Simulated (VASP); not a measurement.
Here is a VASP 6.6.1 calculation.

File INCAR:

```
SYSTEM = C
PREC     = Accurate       ! precision mode
ENCUT    = 910            ! plane-wave cutoff, eV
EDIFF    = 1E-6           ! SCF threshold, eV
ISMEAR   = -1             ! smearing method
SIGMA    = 0.02           ! smearing width, eV
LREAL    = .FALSE.        ! projectors in reciprocal space
LASPH    = .TRUE.         ! aspherical terms in the spheres
NELM     = 120            ! most SCF steps
ALGO     = Normal         ! electronic algorithm
ISIF     = 2              ! what is computed and relaxed
LWAVE    = .FALSE.        ! write WAVECAR
LCHARG   = .FALSE.        ! write CHGCAR
LDIPOL   = .TRUE.       
IDIPOL   = 3            
DIPOL    = 0.5 0.5 0.500
NBANDS   = 21             ! bands
GGA_COMPAT= .FALSE.      
NELMDL   = -8
```

Contents of KPOINTS:

```
Automatic mesh
0
G
  10 7 1
  0 0 0
```

The input POSCAR:

```
C
1.0
    2.4973051747      0.0000000000      0.0000000000
    0.0000000000      3.5317228474      0.0000000000
    0.0000000000      0.0000000000     18.4973000000
C
6
Direct
    0.7500000000      0.0979665966      0.4395637417
    0.2500000000      0.9020334034      0.4395637417
    0.2500000000      0.6098846866      0.5000000011
    0.7500000000      0.3901153134      0.5000000011
    0.7500000000      0.0979665959      0.5604362572
    0.2500000000      0.9020334041      0.5604362572
```

Potentials or basis: VASP PAW LDA potentials, release 64 (C_h).

Launch:

```console
$ cat potpaw_LDA.64/C_h/POTCAR > POTCAR
$ mpirun -np 1 vasp_std > vasp.out
```

(1) Estimate the band gap on the k mesh.

(2) Estimate the largest force.

Answers

(1) zero (band 12 reaches -1.94 eV, above the bottom of band 13 at -2.75 eV).

(2) 0.040 eV/Å.
